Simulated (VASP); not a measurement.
A run of VASP 6.6.1 is set up as follows.

INCAR

```
SYSTEM = Re
PREC = Accurate
ENCUT = 520
EDIFF = 1E-6
ISMEAR = 0
SIGMA = 0.15
LREAL = .False.
LASPH = .True.
NELM = 80
ALGO = Fast
ISIF = 2
LWAVE = .False.
LCHARG = .False.
GGA = PS
NBANDS = 14
```

Contents of KPOINTS:

```
Automatic mesh
0
Gamma
  21 21 12
  0 0 0
```

The input POSCAR:

```
Re
1.0
    2.7653363785      0.0000000000      0.0000000000
   -1.3826681893      2.3948515538      0.0000000000
    0.0000000000      0.0000000000      4.4735766300
Re
2
Direct
    0.3333333333      0.6666666667      0.2500000000
    0.6666666667      0.3333333333      0.7500000000
```

Potentials or basis: VASP PAW PBE potentials, release 64 (Re).

Command:

```console
$ cat potpaw_PBE.64/Re/POTCAR > POTCAR
$ mpirun -np 1 vasp_std > vasp.out
```

Question: Estimate the pressure.

Answer: -6.7 GPa.

Question: Predict the band gap on the k mesh.

Answer: Zero (band 7 reaches 9.15 eV, above the bottom of band 8 at 5.95 eV).

Stress tensor (GPa, compression positive):
```
-6.35  0.00  0.00
 0.00 -6.35  0.00
 0.00  0.00 -7.53
```

Caveat: the PAW data sets were made with another functional, which shifts forces and pressure a little; spin-orbit coupling is left out, which moves the levels of the heavy elements.
